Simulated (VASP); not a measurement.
The system is AlN.

```
CELL_PARAMETERS angstrom
0.00000 2.18399 2.18399
2.18399 0.00000 2.18399
2.18399 2.18399 0.00000
ATOMIC_POSITIONS crystal
Al 0.00000 0.00000 0.00000
N 0.25000 0.25000 0.25000
```

```yaml
Program: VASP 6.6.1
Task: relaxation of cell and atoms
Functional: RPBE
Dispersion: D3(BJ)
Potentials_or_basis: VASP PAW PBE potentials, release 64 (Al, N)
Cutoff: 600 eV
k_mesh: 10 × 10 × 10
Occupations: fermi-dirac, width 0.05 eV
Spin: no spin polarisation
```

At the start: pressure -13.4 GPa; volume 10.42 Å³/atom.

Q: How do energy, volume and symmetry change on relaxing?

A: Over 3 steps the energy falls by 29.3 meV/atom and the volume is 9.76 Å³/atom (-6.3 %); space group F-43m (No. 216, to 0.05 Å).

The path:
```
step  energy change (eV)  largest force (eV/Å)  pressure (GPa)  volume (Å³)
   1              0.0000                0.0000          -13.40        20.83
   2             -0.0001                0.0000           16.64        18.32
   3             -0.0586                0.0000           -0.18        19.52
```

Final structure:
```cif
data_structure
_symmetry_space_group_name_H-M 'P 1'
_symmetry_Int_Tables_number 1
_cell_length_a 3.0223
_cell_length_b 3.0223
_cell_length_c 3.0223
_cell_angle_alpha 60.000
_cell_angle_beta 60.000
_cell_angle_gamma 60.000
_cell_volume 19.52
loop_
_atom_site_label
_atom_site_type_symbol
_atom_site_fract_x
_atom_site_fract_y
_atom_site_fract_z
_atom_site_occupancy
Al1 Al 0.00000 0.00000 0.00000 1
N1 N 0.25000 0.25000 0.25000 1
```

Caveat: the PAW data sets were made with another functional, which shifts forces and pressure a little.
